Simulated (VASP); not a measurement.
Set up this calculation in VASP 6.6.1, as the native input.

```
Task                   : single point
Functional             : r2SCAN
Potentials or basis    : VASP PAW PBE potentials, release 64 (Si, Ge_d)
Cutoff                 : 520 eV
k mesh                 : 4 × 4 × 4
Occupations            : gaussian, width 0.05 eV
Spin                   : no spin polarisation
Dipole correction      : no
Further INCAR settings : LREAL = Auto; ALGO = Normal; EDIFF = 1e-06; NBANDS = 56
```

Si7Ge:

```
CELL_PARAMETERS angstrom
-5.46797 0.00000 -5.46797
0.00000 -5.46797 -5.46797
-5.46797 -5.46797 0.00000
ATOMIC_POSITIONS crystal
Si 0.37378 0.37378 0.37378
Si 0.87378 0.87378 0.87378
Si 0.00000 0.50000 0.00000
Si 0.50000 0.00000 0.50000
Si 0.00000 0.00000 0.50000
Si 0.50000 0.50000 0.00000
Si 0.50000 0.00000 0.00000
Si 0.00000 0.50000 0.50000
Si 0.87865 0.37378 0.37378
Si 0.37865 0.87378 0.87378
Si 0.37378 0.37378 0.87865
Si 0.87378 0.87378 0.37865
Si 0.37378 0.87865 0.37378
Si 0.87378 0.37865 0.87378
Ge 0.50000 0.50000 0.50000
Ge 0.00000 0.00000 0.00000
```

The input as run:

POSCAR

```
Si7Ge
1.0
   -5.4679684304      0.0000000000     -5.4679684304
    0.0000000000     -5.4679684304     -5.4679684304
   -5.4679684304     -5.4679684304      0.0000000000
Si Ge
14 2
Direct
    0.3737846209      0.3737846209      0.3737846209
    0.8737846209      0.8737846209      0.8737846209
    0.0000000000      0.5000000000      0.0000000000
    0.5000000000      0.0000000000      0.5000000000
    0.0000000000      0.0000000000      0.5000000000
    0.5000000000      0.5000000000      0.0000000000
    0.5000000000      0.0000000000      0.0000000000
    0.0000000000      0.5000000000      0.5000000000
    0.8786461373      0.3737846209      0.3737846209
    0.3786461373      0.8737846209      0.8737846209
    0.3737846209      0.3737846209      0.8786461373
    0.8737846209      0.8737846209      0.3786461373
    0.3737846209      0.8786461373      0.3737846209
    0.8737846209      0.3786461373      0.8737846209
    0.5000000000      0.5000000000      0.5000000000
    1.0000000000      1.0000000000      0.0000000000
```

INCAR.step1

```
SYSTEM = Si7Ge
PREC = Accurate ; ENCUT = 520
ISMEAR = 0 ; SIGMA = 0.05
LREAL = Auto ; LASPH = .True.
NELM = 60 ; NBANDS = 56
GGA = PE ; ALGO = Normal
EDIFF = 1E-4 ; LWAVE = .True.
LCHARG = .False.
```

INCAR.step2

```
SYSTEM = Si7Ge
PREC = Accurate ; ENCUT = 520
EDIFF = 1E-6 ; ISMEAR = 0
SIGMA = 0.05 ; LREAL = Auto
LASPH = .True. ; NELM = 60
ALGO = Normal ; ISIF = 2
LWAVE = .False. ; LCHARG = .False.
METAGGA = R2SCAN ; LMIXTAU = .True.
NBANDS = 56 ; ISTART = 1
```

KPOINTS

```
regular mesh
0
Gamma
  4 4 4
  0 0 0
```

Potentials or basis: VASP PAW PBE potentials, release 64 (Si, Ge_d).

The run is started by

```console
$ cat potpaw_PBE.64/Si/POTCAR potpaw_PBE.64/Ge_d/POTCAR > POTCAR
$ cp INCAR.step1 INCAR
$ mpirun -np 1 vasp_std > vasp.out
$ cp INCAR.step2 INCAR
$ mpirun -np 1 vasp_std > vasp.out
```

Results of the run:

* Pressure: -0.2 GPa
* Largest force: 0.019 eV/Å
* Band gap on the k mesh: 0.60 eV

Caveat: the PAW data sets were made with another functional, which shifts forces and pressure a little.

Wall time 22 min on 1 thread of Intel Xeon 8259CL, with other jobs on the host, peak memory 0.58 GiB.
